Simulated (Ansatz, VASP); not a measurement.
One calculation of Pt, two programs

```
Pt
1.0
     0.00000    1.90895    1.90895
     1.90895    0.00000    1.90895
     1.90895    1.90895    0.00000
Pt
1
Cartesian
  0.0000 0.0000 0.0000
```

Change from the starting cell: strain -0.025 along x and y, -0.025 along z, atoms carried along.

Alike in both runs: task single point; functional PBE; k mesh 20 × 20 × 20; occupations gaussian, width 0.15 eV; no spin polarisation.

|  | VASP | Ansatz |
| --- | --- | --- |
| version | VASP 6.6.1 | Ansatz 0.2.0 |
| potentials or method | VASP PAW PBE potentials, release 64 (Pt), cutoff 520 eV | scalar-relativistic, plane waves, PAW |
| valence electrons in the cell | 10 | 18 |

```csv
,VASP,Ansatz,Ansatz less VASP
gap on the k mesh at the Fermi level (eV),none,none,-
pressure (GPa),39.4,40.0,+0.61
```

A gap of «none» marks a metal or a gap that the smearing closes. Both programs put the cell under a high pressure, so it lies far from rest at this level. VASP's potentials hold 10 valence electrons a cell and Ansatz's 18, so a difference there can come from the potentials and not from the codes.

Neither program's run includes spin-orbit coupling.
